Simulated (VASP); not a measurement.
Here is a VASP 6.6.1 calculation.

File POSCAR:

```
AlN
1.0
    3.1297569564      0.0000000289      0.0000000000
   -1.5648785032      2.7104490175      0.0000000000
    0.0000000000      0.0000000000      5.0174032965
Al N
2 2
Direct
    0.6666666668      0.3333333333      0.4992353699
    0.3333333334      0.6666666668      0.9992353697
    0.6666666668      0.3333333333      0.8807646297
    0.3333333334      0.6666666668      0.3807646299
```

Contents of INCAR.step1:

```
ALGO = Normal
EDIFF = 1E-4
ENCUT = 520
GGA = PE
ISMEAR = -1
LASPH = True
LCHARG = False
LREAL = False
LWAVE = True
NBANDS = 16
NELM = 100
PREC = Accurate
SIGMA = 0.01
```

INCAR.step2

```
ALGO = Normal
EDIFF = 1E-6
ENCUT = 520
ISIF = 2
ISMEAR = -1
ISTART = 1
LASPH = True
LCHARG = False
LMIXTAU = True
LREAL = False
LWAVE = False
METAGGA = R2SCAN
NBANDS = 16
NELM = 100
PREC = Accurate
SIGMA = 0.01
```

KPOINTS

```
k-points
0
Gamma
  10 10 6
```

Potentials or basis: VASP PAW PBE potentials, release 64 (Al, N).

Run with:

```bash
$ cat potpaw_PBE.64/Al/POTCAR potpaw_PBE.64/N/POTCAR > POTCAR
$ cp INCAR.step1 INCAR
$ mpirun -np 1 vasp_std > vasp.out
$ cp INCAR.step2 INCAR
$ mpirun -np 1 vasp_std > vasp.out
```

Estimate the pressure.

-5.0 GPa.

Predict the largest force.

0.006 eV/Å.

Forces in eV/Å, atoms in the order of the input:
```
Al   0.000  0.000  0.006
Al   0.000  0.000  0.006
N    0.000  0.000 -0.006
N    0.000  0.000 -0.006
```

Caveat: the PAW data sets were made with another functional, which shifts forces and pressure a little.
